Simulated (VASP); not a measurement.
# Hf (R-3m) in VASP: notebook, part 2 of 3

VASP 6.6.1. The steps go on from the part before.

**4. Electric field gradients, PBEsol (equal xy, yz and zx shear strains of -1 %)**

The input, INCAR:

```
PREC = Accurate ; ENCUT = 520
EDIFF = 1E-8 ; ISMEAR = -1
SIGMA = 0.03 ; LREAL = False
LASPH = True ; NELM = 100
ALGO = Normal ; ISIF = 2
LWAVE = False ; LCHARG = False
GGA = PS ; LEFG = True
NBANDS = 11
```

The input, KPOINTS:

```
Automatic mesh
0
Gamma
  16 16 16
```

The input, POSCAR:

```
Hf
1.0
   -0.0222000000      2.2089000000      2.2089000000
    2.2089000000     -0.0222000000      2.2089000000
    2.2089000000      2.2089000000     -0.0222000000
Hf
1
Direct
    0.0000000000      0.0000000000      0.0000000000
```

Potentials or basis: VASP PAW PBE potentials, release 64 (Hf_pv).

The run is started by

```bash
$ cat potpaw_PBE.64/Hf_pv/POTCAR > POTCAR
$ mpirun -np 1 vasp_std > vasp.out
```

OUTCAR:

```text
PREC = Accurate
   ENCUT = 520
   EDIFF = 1E-8
   ISMEAR = -1
   LREAL = False
   LASPH = True
   NELM = 100
   ISIF = 2
   GGA = PS

 ion  position               nearest neighbor table
   1  0.000  0.000  0.000-

  LATTYP: Found a trigonal (rhomboedric) cell.
 ALAT       =     3.1239352202
 COS(alpha) =     0.4899250057

  Lattice vectors:

 A1 = (  -0.0222000000,   2.2089000000,   2.2089000000)
 A2 = (   2.2089000000,  -0.0222000000,   2.2089000000)
 A3 = (   2.2089000000,   2.2089000000,  -0.0222000000)

Analysis of symmetry for initial positions (statically):
=====================================================================
 Subroutine PRICEL returns:
 Original cell was already a primitive cell.

 Routine SETGRP: Setting up the symmetry group for a
 trigonal (rhombohedral) supercell.

 Subroutine GETGRP returns: Found 12 space group operations
 (whereof 12 operations were pure point group operations)
 out of a pool of 12 trial point group operations.

The static configuration has the point symmetry D_3d.

Analysis of symmetry for dynamics (positions and initial velocities):
=====================================================================
 Subroutine PRICEL returns:
 Original cell was already a primitive cell.

 Routine SETGRP: Setting up the symmetry group for a
 trigonal (rhombohedral) supercell.

 Subroutine GETGRP returns: Found 12 space group operations
 (whereof 12 operations were pure point group operations)
 out of a pool of 12 trial point group operations.

The dynamic configuration has the point symmetry D_3d.

 Subroutine INISYM returns: Found 12 space group operations
 (whereof 12 operations are pure point group operations),
 and found     1 'primitive' translations

----------------------------------------------------------------------------------------

                                     Primitive cell

  volume of cell :      21.8804

  direct lattice vectors                    reciprocal lattice vectors
    -0.022200000  2.208900000  2.208900000    -0.222972860  0.225236544  0.225236544
     2.208900000 -0.022200000  2.208900000     0.225236544 -0.222972860  0.225236544
     2.208900000  2.208900000 -0.022200000     0.225236544  0.225236544 -0.222972860

  length of vectors
     3.123935220  3.123935220  3.123935220     0.388818592  0.388818592  0.388818592

  position of ions in fractional coordinates (direct lattice)
     0.000000000  0.000000000  0.000000000

  ion indices of the primitive-cell ions
   primitive index   ion index
                 1           1

----------------------------------------------------------------------------------------

 KPOINTS: Automatic mesh

Automatic generation of k-mesh.
 Grid dimensions read from file:
 generate k-points for:   16   16   16

 Generating k-lattice:

  Cartesian coordinates                     Fractional coordinates (reciprocal lattice)
[... 70 lines left out ...]
   PSTRESS=    0.0 pullay stress
   NELECT =      10.0000    total number of electrons
   NUPDOWN=      -1.0000    fix difference up-down
   EMIN   =  10.00;   EMAX   =-10.00  energy-range for DOS
   EFERMI =   0.00;   METHOD = LEGACY
   ISMEAR =    -1;   SIGMA  =   0.03  broadening in eV -4-tet -1-fermi 0-gaus
   EFERMI_NEDOS =   21; number of points for ismear=-14 and -15
   IALGO  =     38    algorithm
   IMIX   =      4    mixing-type and parameters
     AMIX     =   0.40;   BMIX     =  1.00
     AMIX_MAG =   1.60;   BMIX_MAG =  1.00
  volume/ion in A,a.u.               =      21.88       147.66
  Fermi-wavevector in a.u.,A,eV,Ry     =   1.261022  2.382987 21.635673  1.590177
  Thomas-Fermi vector in A             =   2.394502
   LORBIT       =      0    0 simple, 1 ext, 2 COOP (PROOUT), +10 PAW based schemes
   GGA     = PS    functional components
   LHFCALC =     F    Hartree Fock is set to
   AEXX    =    0.0000 exact exchange contribution
   IVDW    =     0    specifies the selected vdW correction
   LEPSILON=     F    determine dielectric tensor
   LRPA    =     F    only Hartree local field effects (RPA)
 non-spin polarized calculation
  energy-cutoff  :      520.00
  volume of cell :       21.88
 maximum number of plane-waves:       602
   NGX = 11   NGY = 11   NGZ = 11

 number of electron      10.0000000 magnetization

 Free energy of the ion-electron system (eV)
  ---------------------------------------------------
  ext. energy  EPLUGINS =         0.00000000
  ---------------------------------------------------
  free energy    TOTEN  =       -10.43058207 eV

  energy without entropy =      -10.42512927  energy(sigma->0) =      -10.42785567

 E-fermi :   4.7338     XC(G=0): -11.4947

 val. band max:        4.7336581895   @ k =   0.3750   0.3125   0.3125
 cond. band min:       4.7393442447   @ k =   0.5000   0.1250   0.0625
 fundamental gap:      0.0056860551
 Fermi energy:         4.7337518829

 k-point     1 :       0.0000    0.0000    0.0000
  band No.  band energies     occupation
      1     -25.1534      2.00000
      2     -25.1534      2.00000
      3     -25.1314      2.00000
      4      -2.5569      2.00000
      5       6.0513      0.00000
      6       6.0513      0.00000
      7       6.2962      0.00000
      8       9.0023      0.00000
      9       9.0023      0.00000
     10      16.1772      0.00000
     11      17.8605      0.00000
[... 309 lines left out ...]
 k-point    24 :      -0.0625    0.0625    0.0000
  band No.  band energies     occupation
      1     -25.2366      2.00000
      2     -25.1743      2.00000
      3     -25.1420      2.00000
      4      -2.1903      2.00000
      5       5.6984      0.00000
      6       6.2202      0.00000
      7       6.4632      0.00000
      8       8.6633      0.00000
      9       9.0005      0.00000
     10      16.9717      0.00000
     11      17.8581      0.00000

 [... further k-points ...]

------------------------ aborting loop because EDIFF is reached ----------------------------------------

  FORCE on cell =-STRESS in cart. coord.  units (eV):
  Direction    XX          YY          ZZ          XY          YZ          ZX
  --------------------------------------------------------------------------------------
  -------------------------------------------------------------------------------------
  Total       -0.2727411     -0.2727411     -0.2727411      0.0763992      0.0763992      0.0763992
  in kB      -19.9712371    -19.9712371    -19.9712371      5.5942659      5.5942659      5.5942659
  external PRESSURE =     -19.9712371 kB  Pullay stress =       0.0000000 kB

 VOLUME and BASIS-vectors are now :
 -----------------------------------------------------------------------------
  energy-cutoff  :      520.00
  volume of cell :       21.88
      direct lattice vectors                 reciprocal lattice vectors
    -0.022200000  2.208900000  2.208900000    -0.222972860  0.225236544  0.225236544
     2.208900000 -0.022200000  2.208900000     0.225236544 -0.222972860  0.225236544
     2.208900000  2.208900000 -0.022200000     0.225236544  0.225236544 -0.222972860

 POSITION                                       TOTAL-FORCE (eV/Angst)
 -----------------------------------------------------------------------------------
      0.00000      0.00000      0.00000         0.000000     -0.000000     -0.000000
 -----------------------------------------------------------------------------------
    total drift:                               -0.000000      0.000000     -0.000000

  FREE ENERGIE OF THE ION-ELECTRON SYSTEM (eV)
  ---------------------------------------------------
  free  energy   TOTEN  =       -10.4305820704 eV

  energy  without entropy=      -10.4251292717  energy(sigma->0) =      -10.42785567

 Electric field gradients (V/A^2)
---------------------------------------------------------------------
 ion       V_xx      V_yy      V_zz      V_xy      V_xz      V_yz
---------------------------------------------------------------------
   1      -0.000     0.000     0.000    12.349    12.349    12.349
---------------------------------------------------------------------

 Electric field gradients after diagonalization (V/A^2)
 (convention: |V_zz| > |V_xx| > |V_yy|)
----------------------------------------------------------------------
 ion       V_xx      V_yy      V_zz     asymmetry (V_yy - V_xx)/ V_zz
----------------------------------------------------------------------
   1     -12.349   -12.349    24.698       0.000
----------------------------------------------------------------------

           NMR quadrupolar parameters

 Cq : quadrupolar parameter    Cq=e*Q*V_zz/h
 eta: asymmetry parameters     (V_yy - V_xx)/ V_zz
 Q  : nuclear electric quadrupole moment in mb (millibarn)
----------------------------------------------------------------------
 ion       Cq(MHz)       eta       Q (mb)
----------------------------------------------------------------------
   1       0.060       0.000       1.000
----------------------------------------------------------------------
```

OSZICAR:

```text
N       E                     dE             d eps       ncg     rms          rms(c)
DAV:   1     0.126961144457E+02    0.12696E+02   -0.57419E+03  9270   0.845E+02
DAV:   2    -0.103348343667E+02   -0.23031E+02   -0.22338E+02 11465   0.156E+02
DAV:   3    -0.107919295097E+02   -0.45710E+00   -0.45226E+00 11582   0.151E+01
DAV:   4    -0.107936430499E+02   -0.17135E-02   -0.17130E-02 10542   0.112E+00
DAV:   5    -0.107936520967E+02   -0.90468E-05   -0.90465E-05 11632   0.713E-02    0.466E+01
DAV:   6    -0.105255616456E+02    0.26809E+00   -0.21711E-01 10467   0.341E+00    0.276E+01
DAV:   7    -0.104344493954E+02    0.91112E-01   -0.32558E-01 10923   0.404E+00    0.127E+00
DAV:   8    -0.104305409226E+02    0.39085E-02   -0.25845E-02 10420   0.108E+00    0.747E-02
DAV:   9    -0.104305824819E+02   -0.41559E-04   -0.40218E-04 11063   0.160E-01    0.483E-02
DAV:  10    -0.104305823774E+02    0.10448E-06   -0.17722E-05 10500   0.316E-02    0.361E-02
DAV:  11    -0.104305820811E+02    0.29626E-06   -0.30813E-06 11066   0.131E-02    0.324E-03
DAV:  12    -0.104305821125E+02   -0.31323E-07   -0.50138E-08 11090   0.206E-03    0.407E-03
DAV:  13    -0.104305820686E+02    0.43885E-07   -0.13419E-09  6793   0.311E-04    0.396E-04
DAV:  14    -0.104305820704E+02   -0.18595E-08   -0.14421E-10  6165   0.110E-04
   1 F= -.10430582E+02 E0= -.10427856E+02  d E =-.545280E-02
```

stdout:

```text
POSCAR found type information on POSCAR Hf
 POSCAR found :  1 types and       1 ions
 scaLAPACK will be used
 -----------------------------------------------------------------------------
|                                                                             |
|                                                                             |
|     You enforced a specific xc type in the INCAR file but a different       |
|     I HOPE YOU KNOW WHAT YOU ARE DOING!                                     |
|                                                                             |
 -----------------------------------------------------------------------------

 LDA part: xc-table for (Slater+PW92), standard interpolation
 POSCAR, INCAR and KPOINTS ok, starting setup
 FFT: planning ... GRIDC
 FFT: planning ... GRID_SOFT
 FFT: planning ... GRID
 WAVECAR not read
 entering main loop
ion   1
```

Run time: 32 s. Hardware: 1 thread of Intel Xeon 6975P-C (Granite Rapids), shared host; peak memory 0.22 GiB.

Results:

| Item | Value |
| --- | --- |
| Free energy | -10.4306 eV |
| Pressure | -2.0 GPa |
| Band gap on the k mesh | zero (band 5 reaches 6.13 eV, above the bottom of band 6 at 4.33 eV) |

Electric field gradients, principal values (V/Å²):
| atom | least | middle | greatest (by size) |
| --- | --- | --- | --- |
| 1 Hf | -12.349 | -12.349 | 24.698 |

Caveat: the cell differs from its parent crystal (equal xy, yz and zx shear strains of -1 %); without QUAD_EFG the Cq values of the log hold for a quadrupole moment of 1 mb, not for the nuclei; the PAW data sets were made with another functional, which shifts forces and pressure a little; spin-orbit coupling is left out, which moves the levels of the heavy elements.

**5. Electric field gradients, PBEsol (equal xy, yz and zx shear strains of +1 %)**

The input, INCAR:

```
ALGO = Normal
EDIFF = 1E-8
ENCUT = 520
GGA = PS
ISIF = 2
ISMEAR = -1
LASPH = T
LCHARG = F
LEFG = T
LREAL = F
LWAVE = F
NBANDS = 11
NELM = 60
PREC = Accurate
SIGMA = 0.03
```

The input, KPOINTS:

```
k-points
0
Gamma
  16 16 16
```

The input, POSCAR:

```
Hf
1.0
    0.0222000000      2.2311000000      2.2311000000
    2.2311000000      0.0222000000      2.2311000000
    2.2311000000      2.2311000000      0.0222000000
Hf
1
Direct
    0.0000000000      0.0000000000      0.0000000000
```

Potentials or basis: VASP PAW PBE potentials, release 64 (Hf_pv).

The run is started by

```bash
$ cat potpaw_PBE.64/Hf_pv/POTCAR > POTCAR
$ mpirun -np 1 vasp_std > vasp.out
```

OUTCAR:

```text
EDIFF = 1E-8
   ENCUT = 520
   GGA = PS
   ISIF = 2
   ISMEAR = -1
   LASPH = T
   LREAL = F
   NELM = 60
   PREC = Accurate

 ion  position               nearest neighbor table
   1  0.000  0.000  0.000-

  LATTYP: Found a trigonal (rhomboedric) cell.
 ALAT       =     3.1553299764
 COS(alpha) =     0.5099250056

  Lattice vectors:

 A1 = (   0.0222000000,   2.2311000000,   2.2311000000)
[... 541 lines left out ...]
 -----------------------------------------------------------------------------------
    total drift:                               -0.000000      0.000000     -0.000000

  FREE ENERGIE OF THE ION-ELECTRON SYSTEM (eV)
  ---------------------------------------------------
  free  energy   TOTEN  =       -10.4305400929 eV

  energy  without entropy=      -10.4249364192  energy(sigma->0) =      -10.42773826

 Electric field gradients (V/A^2)
---------------------------------------------------------------------
 ion       V_xx      V_yy      V_zz      V_xy      V_xz      V_yz
---------------------------------------------------------------------
   1      -0.000     0.000    -0.000   -11.473   -11.473   -11.473
---------------------------------------------------------------------

 Electric field gradients after diagonalization (V/A^2)
 (convention: |V_zz| > |V_xx| > |V_yy|)
----------------------------------------------------------------------
 ion       V_xx      V_yy      V_zz     asymmetry (V_yy - V_xx)/ V_zz
----------------------------------------------------------------------
   1      11.473    11.473   -22.947       0.000
----------------------------------------------------------------------

           NMR quadrupolar parameters

 Cq : quadrupolar parameter    Cq=e*Q*V_zz/h
 eta: asymmetry parameters     (V_yy - V_xx)/ V_zz
 Q  : nuclear electric quadrupole moment in mb (millibarn)
----------------------------------------------------------------------
 ion       Cq(MHz)       eta       Q (mb)
----------------------------------------------------------------------
   1      -0.055       0.000       1.000
----------------------------------------------------------------------
```

stdout:

```text
POSCAR found type information on POSCAR Hf
 POSCAR found :  1 types and       1 ions
 scaLAPACK will be used
 -----------------------------------------------------------------------------
|                                                                             |
|                                                                             |
|     You enforced a specific xc type in the INCAR file but a different       |
|     I HOPE YOU KNOW WHAT YOU ARE DOING!                                     |
|                                                                             |
 -----------------------------------------------------------------------------

 LDA part: xc-table for (Slater+PW92), standard interpolation
 POSCAR, INCAR and KPOINTS ok, starting setup
 FFT: planning ... GRIDC
 FFT: planning ... GRID_SOFT
 FFT: planning ... GRID
 WAVECAR not read
 entering main loop
ion   1
```

Wall time 28 s (1 thread of Intel Xeon 6975P-C (Granite Rapids), shared host); peak memory 0.22 GiB.

Results:

```
Free energy            : -10.4305 eV
Pressure               : -2.0 GPa
Band gap on the k mesh : zero (band 5 reaches 5.99 eV, above the bottom of band 6 at 4.34 eV)
```

Stress tensor (GPa, compression positive):
```
-2.00 -0.59 -0.59
-0.59 -2.00 -0.59
-0.59 -0.59 -2.00
```

Electric field gradients, principal values (V/Å²):
```
atom   least  middle  greatest (by size)
1 Hf  11.473  11.473             -22.947
```

Caveat: the cell differs from its parent crystal (equal xy, yz and zx shear strains of +1 %); without QUAD_EFG the Cq values of the log hold for a quadrupole moment of 1 mb, not for the nuclei; the PAW data sets were made with another functional, which shifts forces and pressure a little; spin-orbit coupling is left out, which moves the levels of the heavy elements.

[end of part 2 of 3]
